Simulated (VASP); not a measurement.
Set up this calculation in VASP 6.6.1, as the native input.

- Task: single point
- Functional: r2SCAN
- Potentials or basis: VASP PAW PBE potentials, release 64 (Pb_d, Se)
- Cutoff: 520 eV
- k mesh: 10 × 10 × 10
- Occupations: gaussian, width 0.05 eV
- Spin: no spin polarisation
- Dipole correction: no
- Further INCAR settings: ALGO = Normal; EDIFF = 1e-07; NBANDS = 17

PbSe:

```
Pb Se
1.0
     0.00000    3.06215    3.06215
     3.06215    0.00000    3.06215
     3.06215    3.06215    0.00000
Pb Se
1 1
Direct
  0.00000 0.00000 0.00000
  0.46734 0.46734 0.48647
```

This cell differs from its parent crystal: atom 2 (Se) moved by (-0.200, -0.200) A along [1 1 0] and z.

The input as run:

POSCAR

```
PbSe
1.0
    0.0000000000      3.0621500000      3.0621500000
    3.0621500000      0.0000000000      3.0621500000
    3.0621500000      3.0621500000      0.0000000000
Pb Se
1 1
Direct
    0.0000000000      0.0000000000      0.0000000000
    0.4673432066      0.4673432066      0.4864731133
```

INCAR.step1

```
SYSTEM = PbSe
PREC     = Accurate       ! precision mode
ENCUT    = 520            ! plane-wave cutoff, eV
ISMEAR   = 0              ! smearing method
SIGMA    = 0.05           ! smearing width, eV
LREAL    = .FALSE.        ! projectors in reciprocal space
LASPH    = .TRUE.         ! aspherical terms in the spheres
NELM     = 100            ! most SCF steps
NBANDS   = 17             ! bands
GGA      = PE             ! functional
ALGO     = Normal         ! electronic algorithm
EDIFF    = 1E-4           ! SCF threshold, eV
LWAVE    = .TRUE.         ! write WAVECAR
LCHARG   = .FALSE.        ! write CHGCAR
```

INCAR.step2

```
SYSTEM = PbSe
PREC     = Accurate       ! precision mode
ENCUT    = 520            ! plane-wave cutoff, eV
EDIFF    = 1E-7           ! SCF threshold, eV
ISMEAR   = 0              ! smearing method
SIGMA    = 0.05           ! smearing width, eV
LREAL    = .FALSE.        ! projectors in reciprocal space
LASPH    = .TRUE.         ! aspherical terms in the spheres
NELM     = 100            ! most SCF steps
ALGO     = Normal         ! electronic algorithm
ISIF     = 2              ! what is computed and relaxed
LWAVE    = .FALSE.        ! write WAVECAR
LCHARG   = .TRUE.         ! write CHGCAR
METAGGA  = R2SCAN         ! meta-GGA
LMIXTAU  = .TRUE.       
LELF     = .TRUE.         ! ELF
LVHAR    = .TRUE.       
NBANDS   = 17             ! bands
ISTART   = 1
```

KPOINTS

```
Automatic mesh
0
G
  10 10 10
  0 0 0
```

Potentials or basis: VASP PAW PBE potentials, release 64 (Pb_d, Se).

Command:

```console
$ cat potpaw_PBE.64/Pb_d/POTCAR potpaw_PBE.64/Se/POTCAR > POTCAR
$ cp INCAR.step1 INCAR
$ mpirun -np 1 vasp_std > vasp.out
$ cp INCAR.step2 INCAR
$ mpirun -np 1 vasp_std > vasp.out
```

Results of the run:

| Property | Result |
| --- | --- |
| Pressure | 2.6 GPa |
| Largest force | 0.339 eV/Å |
| Band gap on the k mesh | 0.73 eV |

Caveat: the cell differs from its parent crystal (atom 2 (Se) moved by (-0.200, -0.200) A along [1 1 0] and z); the PAW data sets were made with another functional, which shifts forces and pressure a little; spin-orbit coupling is left out, which moves the levels of the heavy elements.

It took 4.7 min on 1 thread of Intel(R) Xeon(R) 6975P-C (Granite Rapids) (shared host), peak memory 0.41 GiB.
